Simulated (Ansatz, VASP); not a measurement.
## In5GaP6 in VASP and in Ansatz

```
In Ga P
1.0
     3.91758    0.00000    0.00000
     0.00000    3.91758    0.00000
     0.00000    0.00000   16.16767
In Ga P
5 1 6
Direct
  0.00000 0.00000 0.83823
  0.00000 0.00000 0.16177
  0.50000 0.50000 0.33055
  0.00000 0.00000 0.50000
  0.50000 0.50000 0.66945
  0.50000 0.50000 0.00000
  0.00000 0.00000 0.00000
  0.50000 0.50000 0.15138
  0.00000 0.00000 0.32849
  0.50000 0.50000 0.50000
  0.00000 0.00000 0.67151
  0.50000 0.50000 0.84862
```

Alike in both runs: functional PBE; k mesh 4 × 4 × 1; occupations gaussian, width 0.1 eV; no spin polarisation.

Ansatz relaxed the structure, and its values are those at the end. VASP's run is a single point on that final structure, the one shown.

```csv
,VASP,Ansatz
version,VASP 6.6.1,Ansatz 0.2.0
potentials or method,"VASP PAW PBE potentials, release 64 (In_d, Ga_d, P), cutoff 520 eV","scalar-relativistic, plane waves, PAW"
valence electrons in the cell,108,108
```

Ansatz gave:

```
gap on the k mesh at the Fermi level (eV) : none
pressure (GPa)                            : 0.0
rms of the force components (eV/Å)        : 0.008
```

Q: Which values does VASP return?

A: gap on the k mesh at the Fermi level (eV): none; pressure (GPa): 0.0; rms of the force components (eV/Å): 0.009.

A gap of «none» marks a metal or a gap that the smearing closes. With one functional, cell and mesh, what is left measures potentials, basis and numerics.

The k mesh is coarse, so the values compare programs but aren't converged.
